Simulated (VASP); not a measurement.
Crystal: Os.

```
Os
1.0
    -1.52842    1.52842    1.52842
     1.52842   -1.52842    1.52842
     1.52842    1.52842   -1.52842
Os
1
Direct
  0.00000 0.00000 0.00000
```

This isn't the form of Os at room conditions, which is hcp.

| Quantity | Value |
| --- | --- |
| Program | VASP 6.6.1 |
| Task | relaxation of cell and atoms |
| Functional | PBE |
| Potentials or basis | VASP PAW PBE potentials, release 64 (Os) |
| Cutoff | 600 eV |
| k mesh | 19 × 19 × 19 |
| Occupations | fermi-dirac, width 0.05 eV |
| Spin | no spin polarisation |

At the start: pressure 13.5 GPa; volume 14.28 Å³/atom.

Task: Where does the relaxation end?

Result: Over 4 steps the energy falls by 20.4 meV/atom and the volume is 14.79 Å³/atom (+3.5 %); space group Im-3m (No. 229, to 0.1 Å) before and after.

The path:
```tsv
step	energy change (eV)	largest force (eV/Å)	pressure (GPa)	volume (Å³)
1	0.0000	0.0000	13.49	14.28
2	0.2429	0.0000	-34.55	16.92
3	-0.0203	0.0000	-0.77	14.82
4	-0.0204	0.0000	-0.04	14.79
```

Final structure:
```cif
data_structure
_symmetry_space_group_name_H-M 'P 1'
_symmetry_Int_Tables_number 1
_cell_length_a 2.6781
_cell_length_b 2.6781
_cell_length_c 2.6781
_cell_angle_alpha 109.471
_cell_angle_beta 109.471
_cell_angle_gamma 109.471
_cell_volume 14.79
loop_
_atom_site_label
_atom_site_type_symbol
_atom_site_fract_x
_atom_site_fract_y
_atom_site_fract_z
_atom_site_occupancy
Os1 Os 0.00000 0.00000 0.00000 1
```
